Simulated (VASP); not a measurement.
# NaSi8O16 (a cell with a defect) in VASP: single point with PBE+D3(BJ)

Aim: the single point of NaSi8O16 (a cell with a defect) with PBE+D3(BJ).

The COD entry that gives the cell may itself be a prediction, so a difference from it is no test against experiment.

All numbers are computed with VASP 6.6.1; they aren't measurements. Logs are shortened: lines on timing, memory, paths and dates and some standing lists are left out, and cuts for length are marked.

**1. The cell of the first run**

The cell holds a defect, 25 atoms: a = 5.974 Å, b = 5.974 Å, c = 5.379 Å, α = 90.00°, β = 90.00°, γ = 90.00°.

**2. Single point, PBE+D3(BJ), collinear spin, ferromagnetic start**

Input file INCAR:

```
PREC = Accurate
ENCUT = 520
EDIFF = 1E-7
ISMEAR = -1
SIGMA = 0.02
LREAL = Auto
LASPH = True
NELM = 150
ALGO = Normal
ISIF = 2
LWAVE = False
LCHARG = False
ISPIN = 2
MAGMOM = 0 0 0 0 0 0 0 0 0 0 0 0 0 0 0 0 0 0 0 0 0 0 0 0 1
LORBIT = 11
GGA = PE
IVDW = 12
NBANDS = 90
```

Input file KPOINTS:

```
regular mesh
0
Gamma
  2 2 2
```

Input file POSCAR:

```
NaSi8O16
1.0
   -4.2244000000     -4.2244000000      0.0000000000
    4.2244000000     -4.2244000000      0.0000000000
    0.0000000000      0.0000000000      5.3792000000
Si O Na
8 16 1
Direct
    0.5260941610      0.4752470253     -0.0050860077
   -0.0039363161      0.4860885209      0.2516877402
    0.5019512084      0.5133155642      0.4949798712
   -0.0039999463      0.4860694863      0.7382604277
   -0.0260781419      0.0246470380     -0.0049522275
    0.5038793287      0.0137286015      0.2517094915
   -0.0019360550     -0.0136696875      0.4949633102
    0.5039221098      0.0137141141      0.7383164222
    0.1760880229      0.4461197923     -0.0050422748
   -0.0158285228      0.1899149046      0.2597105199
    0.8086557500      0.4952168841     -0.0050186249
   -0.0018930811      0.7972643629      0.2512708574
    0.1961073185      0.4908450284      0.4949916794
   -0.0159029046      0.1899038172      0.7302953625
    0.8055764819      0.5035079927      0.4949496529
   -0.0020433046      0.7972755877      0.7386652331
    0.6912651035      0.0046468324     -0.0048757503
    0.5018282333      0.7026642192      0.2513626868
    0.3235968620      0.0533577576     -0.0048342246
    0.5157789001      0.3097779707      0.2596951240
    0.6943739328     -0.0036960406      0.4949096889
    0.5020160069      0.7025014805      0.7386976127
    0.3037197079      0.0089277031      0.4949251336
    0.5158406432      0.3097000347      0.7302609462
    0.2498702015      0.7497669096      0.9949044493
```

Potentials or basis: VASP PAW PBE potentials, release 64 (Si, O, Na_pv).

On the command line:

```console
cat potpaw_PBE.64/Si/POTCAR potpaw_PBE.64/O/POTCAR potpaw_PBE.64/Na_pv/POTCAR > POTCAR
mpirun -np 1 vasp_std > vasp.out
```

OUTCAR:

```text
PREC = Accurate
   ENCUT = 520
   EDIFF = 1E-7
   ISMEAR = -1
   LREAL = Auto
   LASPH = True
   NELM = 150
   ISIF = 2
   ISPIN = 2
   LORBIT = 11
   GGA = PE
   IVDW = 12
 IVDW          = 12

 ion  position               nearest neighbor table
   1  0.526  0.475  0.995-  11 1.69  24 1.73  20 1.73  22 1.94  18 1.94   9 2.10  25 2.33   3 2.70
                             3 2.70   8 3.09   6 3.09   4 3.13   2 3.13
   2  0.996  0.486  0.252-  15 1.74   9 1.77  10 1.77  13 1.77  11 1.78  12 1.86  25 2.59   4 2.62
                             4 2.76   5 3.09   1 3.13
   3  0.502  0.513  0.495-  22 1.73  18 1.73  20 1.76  24 1.76  15 1.81  13 1.83   1 2.70   1 2.70

   4  0.996  0.486  0.738-  15 1.74   9 1.77  14 1.77  13 1.77  11 1.78  16 1.86  25 2.59   2 2.62
                             2 2.76   5 3.09   1 3.13
   5  0.974  0.025  0.995-  17 1.69  10 1.73  14 1.73  12 1.94  16 1.94  19 2.10  25 2.33   7 2.70
                             7 2.70   2 3.09   4 3.09   8 3.13   6 3.13
   6  0.504  0.014  0.252-  21 1.74  19 1.77  20 1.77  23 1.77  17 1.78  18 1.86  25 2.59   8 2.62
                             8 2.76   1 3.09   5 3.13
   7  0.998  0.986  0.495-  16 1.73  12 1.73  10 1.76  14 1.76  21 1.82  23 1.83   5 2.70   5 2.70

   8  0.504  0.014  0.738-  21 1.74  19 1.77  24 1.77  23 1.77  17 1.78  22 1.86  25 2.59   6 2.62
                             6 2.76   1 3.09   5 3.13
   9  0.176  0.446  0.995-   2 1.77   4 1.77  25 1.87   1 2.10
  10  0.984  0.190  0.260-   5 1.73   7 1.76   2 1.77
  11  0.809  0.495  0.995-   1 1.69   4 1.78   2 1.78
  12  0.998  0.797  0.251-   7 1.73   2 1.86   5 1.94  25 2.06
  13  0.196  0.491  0.495-   2 1.77   4 1.77   3 1.83
  14  0.984  0.190  0.730-   5 1.73   7 1.76   4 1.77
  15  0.806  0.504  0.495-   4 1.74   2 1.74   3 1.81
  16  0.998  0.797  0.739-   7 1.73   4 1.86   5 1.94  25 2.06
  17  0.691  0.005  0.995-   5 1.69   6 1.78   8 1.78
  18  0.502  0.703  0.251-   3 1.73   6 1.86   1 1.94  25 2.06
  19  0.324  0.053  0.995-   6 1.77   8 1.77  25 1.87   5 2.10
  20  0.516  0.310  0.260-   1 1.73   3 1.76   6 1.77
  21  0.694  0.996  0.495-   6 1.74   8 1.74   7 1.82
  22  0.502  0.703  0.739-   3 1.73   8 1.86   1 1.94  25 2.06
  23  0.304  0.009  0.495-   6 1.77   8 1.77   7 1.83
  24  0.516  0.310  0.730-   1 1.73   3 1.76   8 1.77
  25  0.250  0.750  0.995-  19 1.87   9 1.87  12 2.06  16 2.06  18 2.06  22 2.06   1 2.33   5 2.33
                             4 2.59   2 2.59   8 2.59   6 2.59

  LATTYP: Found a simple tetragonal cell.
 ALAT       =     5.9742037729
 C/A-ratio  =     0.9004045065

  Lattice vectors:

 A1 = (  -4.2244000000,  -4.2244000000,   0.0000000000)
 A2 = (   4.2244000000,  -4.2244000000,   0.0000000000)
 A3 = (   0.0000000000,   0.0000000000,   5.3792000000)

Analysis of symmetry for initial positions (statically):
=====================================================================
 Subroutine PRICEL returns:
 Original cell was already a primitive cell.

 Routine SETGRP: Setting up the symmetry group for a
 simple tetragonal supercell.

 Subroutine GETGRP returns: Found  1 space group operations
 (whereof  1 operations were pure point group operations)
 out of a pool of 16 trial point group operations.

The static configuration has the point symmetry C_1 .

Analysis of symmetry for dynamics (positions and initial velocities):
=====================================================================
 Subroutine PRICEL returns:
 Original cell was already a primitive cell.

 Routine SETGRP: Setting up the symmetry group for a
 simple tetragonal supercell.

 Subroutine GETGRP returns: Found  1 space group operations
 (whereof  1 operations were pure point group operations)
 out of a pool of 16 trial point group operations.

The dynamic configuration has the point symmetry C_1 .

Analysis of structural, dynamic, and magnetic symmetry:
=====================================================================
 Subroutine PRICEL returns:
 Original cell was already a primitive cell.

 Routine SETGRP: Setting up the symmetry group for a
 simple tetragonal supercell.

 Subroutine GETGRP returns: Found  1 space group operations
 (whereof  1 operations were pure point group operations)
 out of a pool of 16 trial point group operations.

The overall configuration has the point symmetry C_1 .

 Subroutine INISYM returns: Found  1 space group operations
[... 114 lines left out ...]
   NGX,Y,Z   is equivalent  to a cutoff of  13.36, 13.36, 12.36 a.u.
   NGXF,Y,Z  is equivalent  to a cutoff of  26.71, 26.71, 24.72 a.u.
 SYSTEM =  unknown system
   PREC   = accura    normal or accurate (medium, high low for compatibility)
   ISTART =      0    job   : 0-new  1-cont  2-samecut
   ICHARG =      2    charge: 1-file 2-atom 10-const
   ISPIN  =      2    spin polarized calculation?
   LNONCOLLINEAR =      F non collinear calculations
   LSORBIT =      F    spin-orbit coupling
   LASPH  =      T    aspherical Exc in radial PAW
   ENCUT  =  520.0 eV  38.22 Ry    6.18 a.u.  11.11 11.11 10.00*2*pi/ulx,y,z
   NELM   =    150;   NELMIN=  2; NELMDL= -5     # of ELM steps
   EDIFF  = 0.1E-06   stopping-criterion for ELM
   LREAL  =      T    real-space projection
   EDIFFG = 0.1E-05   stopping-criterion for IOM
   NSW    =      0    number of steps for IOM
   IBRION =     -1    ionic relax: 0-MD 1-quasi-New 2-CG
   NFREE  =      0    steps in history (QN), initial steepest desc. (CG)
   ISIF   =      2    stress and relaxation
   ISYM   =      2    0-nonsym 1-usesym 2-fastsym
   POTIM  = 0.5000    time-step for ionic-motion
   TEBEG  =    0.0;   TEEND  =   0.0 temperature during run
   PSTRESS=    0.0 pullay stress
   NELECT =     135.0000    total number of electrons
   NUPDOWN=      -1.0000    fix difference up-down
   EMIN   =  10.00;   EMAX   =-10.00  energy-range for DOS
   EFERMI =   0.00;   METHOD = LEGACY
   ISMEAR =    -1;   SIGMA  =   0.02  broadening in eV -4-tet -1-fermi 0-gaus
   EFERMI_NEDOS =   21; number of points for ismear=-14 and -15
   IALGO  =     38    algorithm
   IMIX   =      4    mixing-type and parameters
     AMIX     =   0.40;   BMIX     =  1.00
     AMIX_MAG =   1.60;   BMIX_MAG =  1.00
  volume/ion in A,a.u.               =       7.68        51.82
  Fermi-wavevector in a.u.,A,eV,Ry     =   1.455772  2.751011 28.834466  2.119273
  Thomas-Fermi vector in A             =   2.572768
   LORBIT       =     11    0 simple, 1 ext, 2 COOP (PROOUT), +10 PAW based schemes
   GGA     = PE    functional components
   LHFCALC =     F    Hartree Fock is set to
   AEXX    =    0.0000 exact exchange contribution
   IVDW    =    12    specifies the selected vdW correction
   LEPSILON=     F    determine dielectric tensor
   LRPA    =     F    only Hartree local field effects (RPA)
 spin polarized calculation
  energy-cutoff  :      520.00
  volume of cell :      191.99
 maximum number of plane-waves:      5232
 NGX is ok and might be reduce to    48
   NGX = 23   NGY = 23   NGZ = 21

 number of electron     135.0000023 magnetization       0.0001550

 number of electron     135.0000023 magnetization      -0.0000497

 Free energy of the ion-electron system (eV)
  ---------------------------------------------------
  ext. energy  EPLUGINS =         0.00000000
  ---------------------------------------------------
  free energy    TOTEN  =      -177.54538170 eV

  energy without entropy =     -177.54524443  energy(sigma->0) =     -177.54531306

 E-fermi :  13.9503     XC(G=0): -12.3568

 val. band max:       13.8230603614   @ k =   0.0000   0.0000   0.0000
 cond. band min:      14.0762391517   @ k =   0.5000   0.0000   0.0000
 fundamental gap:      0.2531787903
 Fermi energy:        13.9503460723

 spin component 1

 k-point     1 :       0.0000    0.0000    0.0000
  band No.  band energies     occupation
      1     -14.1744      1.00000
      2     -13.8859      1.00000
      3     -13.5543      1.00000
      4     -13.1816      1.00000
      5     -12.3051      1.00000
      6     -12.1739      1.00000
[... 645 lines left out ...]
     78      18.2668      0.00000
     79      18.3734      0.00000
 Fermi energy:        13.9503460723

 spin component 2

 k-point     1 :       0.0000    0.0000    0.0000
  band No.  band energies     occupation
      1     -14.1744      1.00000
      2     -13.8859      1.00000
      3     -13.5543      1.00000
      4     -13.1816      1.00000
      5     -12.3051      1.00000
      6     -12.1739      1.00000
[... 645 lines left out ...]
     78      18.2668      0.00000
     79      18.3734      0.00000
 [bands above 79 left out]

------------------------ aborting loop because EDIFF is reached ----------------------------------------

 Edisp (eV)   -6.36710

 E8    (eV) :    -2.2479

  FORCE on cell =-STRESS in cart. coord.  units (eV):
  Direction    XX          YY          ZZ          XY          YZ          ZX
  --------------------------------------------------------------------------------------
  -------------------------------------------------------------------------------------
  Total      25.84054    35.73371    22.75083     2.96698    -0.01606     0.00657
  in kB     215.64249   298.20230   189.85853    24.75982    -0.13399     0.05482
  external pressure =      234.57 kB  Pullay stress =        0.00 kB

 VOLUME and BASIS-vectors are now :
 -----------------------------------------------------------------------------
  energy-cutoff  :      520.00
  volume of cell :      191.99
      direct lattice vectors                 reciprocal lattice vectors
    -4.224400000 -4.224400000  0.000000000    -0.118360004 -0.118360004  0.000000000
     4.224400000 -4.224400000  0.000000000     0.118360004 -0.118360004  0.000000000
     0.000000000  0.000000000  5.379200000     0.000000000  0.000000000  0.185901249

 POSITION                                       TOTAL-FORCE (eV/Angst)
 -----------------------------------------------------------------------------------
     -0.21480     -4.23007      5.35184        -0.010084      0.019350      0.012117
     -2.15434     -6.26120      1.35388         0.001552      0.019621     -0.011491
      0.04801     -4.28889      2.66260        -0.006395      0.010670     -0.010687
     -2.15415     -6.26085      3.97125        -0.001080      0.014933      0.008374
     -4.01012     -4.21835      5.35256         0.004275     -0.012020     -0.004566
     -2.07059     -2.18658      1.35400        -0.007287     -0.001789     -0.006535
[... 17 lines left out ...]
     -0.87082     -3.48741      3.92822         0.008975     -0.003100      0.010594
      2.11176     -4.22287      5.35179        -0.007914     -0.002796     -0.004352
 -----------------------------------------------------------------------------------
    total drift:                                0.001682     -0.002561      0.017404

  FREE ENERGIE OF THE ION-ELECTRON SYSTEM (eV)
  ---------------------------------------------------
  free  energy   TOTEN  =      -183.9124830407 eV

  energy  without entropy=     -183.9123457714  energy(sigma->0) =     -183.91241441

 total charge

# of ion       s       p       d       tot
------------------------------------------
    1        0.719   0.826   0.000   1.545
    2        0.599   0.877   0.000   1.476
    3        0.597   0.879   0.000   1.477
    4        0.599   0.877   0.000   1.477
    5        0.718   0.827   0.000   1.545
    6        0.599   0.878   0.000   1.477
[... 17 lines left out ...]
   24        1.559   3.708   0.000   5.267
   25        0.176   6.191   0.000   6.367
--------------------------------------------------
tot         30.169  71.965   0.000 102.135

 magnetization (x)

# of ion       s       p       d       tot
------------------------------------------
    1       -0.000  -0.000   0.000  -0.000
    2        0.000  -0.000   0.000  -0.000
    3        0.000  -0.000   0.000   0.000
    4        0.000  -0.000   0.000  -0.000
    5       -0.000  -0.000   0.000  -0.000
    6        0.000  -0.000   0.000  -0.000
[... 17 lines left out ...]
   24       -0.000  -0.000   0.000  -0.000
   25       -0.000  -0.000   0.000  -0.000
--------------------------------------------------
tot         -0.000   0.000   0.000   0.000
```

It took 9.8 min on 1 thread of AMD EPYC 9R45 (Zen 5), shared host; peak memory 0.46 GiB.

Results:

```yaml
Free_energy: -183.9125 eV
Pressure: 23.5 GPa
Largest_force: 0.118 eV/Å
Net_moment: 0.00 μB per cell
Valence_electrons_inside_the_program's_atomic_spheres: Si 1.54, 1.48; O 5.22, 5.27, 5.20, 5.26; Na 6.37
Dispersion_energy_per_atom: -0.255 eV
```

Forces in eV/Å, atoms in the order of the input:
```
Si  -0.010  0.019  0.012
Si   0.002  0.020 -0.011
Si  -0.006  0.011 -0.011
Si  -0.001  0.015  0.008
Si   0.004 -0.012 -0.005
Si  -0.007 -0.002 -0.007
Si   0.027 -0.017  0.007
Si  -0.005 -0.002  0.006
O   -0.098  0.031  0.001
O    0.015 -0.007  0.002
O    0.001  0.014 -0.001
O    0.021  0.024  0.006
O   -0.030 -0.037  0.005
O    0.011 -0.011  0.003
O    0.033  0.028 -0.001
O    0.008  0.022 -0.007
O    0.000 -0.009 -0.019
O   -0.042  0.000  0.011
O    0.099 -0.061 -0.022
O    0.007 -0.011 -0.003
O   -0.029 -0.019  0.012
O   -0.014 -0.011 -0.015
O    0.014  0.022  0.021
O    0.009 -0.003  0.011
Na  -0.008 -0.003 -0.004
```

Levels at points of the mesh, in eV from the Fermi level:
Spin up:
| k point | band 63 | band 64 | band 65 | band 66 | band 67 | band 68 | band 69 | band 70 | band 71 | band 72 |
| --- | --- | --- | --- | --- | --- | --- | --- | --- | --- | --- |
| (0.00, 0.00, 0.00) | -7.29 | -7.07 | -6.60 | -6.35 | -5.88 | -0.96 | -0.13 | 0.37 | 1.12 | 1.25 |
| (0.50, 0.00, 0.00) | -7.37 | -7.10 | -6.82 | -6.68 | -6.37 | 0.13 | 0.28 | 0.63 | 0.93 | 1.89 |
| (0.00, 0.50, 0.00) | -7.38 | -7.15 | -6.98 | -6.58 | -6.58 | -0.21 | -0.19 | 1.40 | 1.46 | 1.77 |
| (0.50, 0.50, 0.00) | -7.32 | -6.92 | -6.88 | -6.66 | -6.54 | 0.29 | 0.37 | 1.55 | 1.57 | 2.49 |
| (0.00, 0.00, 0.50) | -7.12 | -6.99 | -6.91 | -6.69 | -6.29 | 0.33 | 0.55 | 1.45 | 1.97 | 2.14 |
| (0.50, 0.00, 0.50) | -7.02 | -7.00 | -6.58 | -6.55 | -6.44 | 0.75 | 0.96 | 1.68 | 2.05 | 2.06 |
| (0.00, 0.50, 0.50) | -7.22 | -6.81 | -6.80 | -6.55 | -6.53 | 0.29 | 0.46 | 1.85 | 2.20 | 2.81 |
| (0.50, 0.50, 0.50) | -7.13 | -7.11 | -6.97 | -6.93 | -6.91 | 0.82 | 1.01 | 2.63 | 2.77 | 2.86 |
Spin down:
| k point | band 64 | band 65 | band 66 | band 67 | band 68 | band 69 | band 70 | band 71 |
| --- | --- | --- | --- | --- | --- | --- | --- | --- |
| (0.00, 0.00, 0.00) | -7.07 | -6.60 | -6.35 | -5.88 | -0.96 | -0.13 | 0.37 | 1.12 |
| (0.50, 0.00, 0.00) | -7.10 | -6.82 | -6.68 | -6.37 | 0.13 | 0.28 | 0.63 | 0.93 |
| (0.00, 0.50, 0.00) | -7.15 | -6.98 | -6.58 | -6.58 | -0.21 | -0.19 | 1.40 | 1.46 |
| (0.50, 0.50, 0.00) | -6.92 | -6.88 | -6.66 | -6.54 | 0.29 | 0.37 | 1.55 | 1.57 |
| (0.00, 0.00, 0.50) | -6.99 | -6.91 | -6.69 | -6.29 | 0.33 | 0.55 | 1.45 | 1.97 |
| (0.50, 0.00, 0.50) | -7.00 | -6.58 | -6.55 | -6.44 | 0.75 | 0.96 | 1.68 | 2.05 |
| (0.00, 0.50, 0.50) | -6.81 | -6.80 | -6.55 | -6.53 | 0.29 | 0.46 | 1.85 | 2.20 |
| (0.50, 0.50, 0.50) | -7.11 | -6.97 | -6.93 | -6.91 | 0.82 | 1.01 | 2.63 | 2.77 |

Caveat: the k points lie up to 0.58 Å⁻¹ apart.
